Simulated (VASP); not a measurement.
**LiF: electric field gradients with PBE**

LiF:

```
Li F
1.0
     0.00000    2.01400    1.95358
     2.01400    0.00000    1.95358
     2.01400    2.01400    0.00000
Li F
1 1
Direct
  0.00000 0.00000 0.00000
  0.50000 0.50000 0.50000
```

This cell differs from its parent crystal: zz strain of -3 %.

```json
{"Program": "VASP 6.6.1", "Task": "electric field gradients", "Functional": "PBE", "Potentials or basis": "VASP PAW PBE potentials, release 64 (Li_sv, F)", "Cutoff": "520 eV", "k mesh": "10 × 10 × 10", "Occupations": "fermi-dirac, width 0.03 eV", "Spin": "no spin polarisation", "Dipole correction": "no", "Further INCAR settings": "ALGO = Normal; EDIFF = 1e-08; NBANDS = 12"}
```

| Property | Result |
| --- | --- |
| Band gap on the k mesh | 9.34 eV |
| Largest electric field gradient by atom | Li -0.1; F -1.5 V/Å² |

Levels at points of the mesh, in eV from the valence-band top:
```csv
k point,band 2,band 3,band 4,band 5,band 6,band 7,band 8,band 9
"(0.00, 0.00, 0.00)",-20.08,-0.08,0.00,0.00,9.34,24.11,24.11,24.53
"(0.50, 0.00, 0.00)",-19.63,-2.63,-0.30,-0.23,10.91,17.08,18.84,19.41
"(0.50, 0.50, 0.00)",-19.31,-3.14,-1.13,-1.13,15.47,16.32,17.85,20.29
"(0.50, 0.00, 0.50)",-19.35,-3.17,-1.14,-0.94,14.89,16.74,17.79,20.49
```

Electric field gradients, principal values (V/Å²):
| atom | least | middle | greatest (by size) |
| --- | --- | --- | --- |
| 1 Li | 0.060 | 0.060 | -0.120 |
| 2 F | 0.741 | 0.741 | -1.482 |

It took 16 s on 1 thread of Intel(R) Xeon(R) Platinum 8259CL CPU @ 2.50GHz (Skylake/Cascade Lake), on a shared host, peak memory 0.14 GiB.

Caveat: the cell differs from its parent crystal (zz strain of -3 %); without QUAD_EFG the Cq values of the log hold for a quadrupole moment of 1 mb, not for the nuclei. A k mesh can miss the band edges.
